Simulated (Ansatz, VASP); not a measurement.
**Two plane-wave programs on ZnS**

INCAR

```
PREC = Accurate
ENCUT = 600
EDIFF = 1E-6
ISMEAR = -1
SIGMA = 0.05
LREAL = False
LASPH = True
NELM = 80
ALGO = Normal
ISIF = 3
LWAVE = False
LCHARG = False
GGA = PS
IVDW = 12
IBRION = 2
NSW = 60
EDIFFG = -0.01
```

KPOINTS

```
regular mesh
0
Gamma
  9 9 9
```

Contents of POSCAR:

```
ZnS
1.0
    0.0000000000      2.7020000000      2.7020000000
    2.7020000000      0.0000000000      2.7020000000
    2.7020000000      2.7020000000      0.0000000000
Zn S
1 1
Direct
    0.7500000000      0.7500000000      0.7500000000
    0.0000000000      0.0000000000      0.0000000000
```

input.yaml

```yaml
crystal:
  lattice:
    - [0.0, 2.702, 2.702]
    - [2.702, 0.0, 2.702]
    - [2.702, 2.702, 0.0]
  atoms:
    - { symbol: Zn, position: [0.75, 0.75, 0.75] }
    - { symbol: S, position: [0.0, 0.0, 0.0] }
hamiltonian:
  xc: pbesol
  pseudopotentials: { kind: paw }
  dispersion: d3bj
kpoints:
  mp_grid: { grid: [9, 9, 9] }
scf:
  occupations: { method: fermi_dirac, width: 0.05 }
output:
  forces: true
  stress: true
  eigenvalues: true
relax:
  f_tol: 0.01
  max_steps: 40
  cell: { stress_tol: 0.05 }
```

Alike in both runs: task relaxation of cell and atoms; functional PBEsol; dispersion D3(BJ); k mesh 9 × 9 × 9; occupations fermi-dirac, width 0.05 eV; no spin polarisation.

|  | VASP | Ansatz |
| --- | --- | --- |
| version | VASP 6.6.1 | Ansatz 0.2.0 |
| potentials or method | VASP PAW PBE potentials, release 64 (Zn, S) | Ansatz PAW |
| plane-wave cutoff (eV) | 600 | 420 |
| valence electrons in the cell | 18 | 18 |

```tsv
	VASP	Ansatz	Ansatz less VASP
gap on the k mesh at the Fermi level, each at its own relaxed structure (eV)	2.20	2.20	+0.001
relaxed volume (Å³/atom)	18.74	18.69	-0.046
relaxed cell length with the largest relative difference (Å)	3.756	3.753	-0.0031
```

VASP's potentials were made for PBE, not for PBEsol.

Noted on Ansatz's run: odd divisions of the mesh miss points on the zone boundary, where band edges often lie, so the gap on the mesh can be too wide; the plane-wave basis is chosen anew once the cell has moved, so the energies of steps on either side of that aren't comparable.
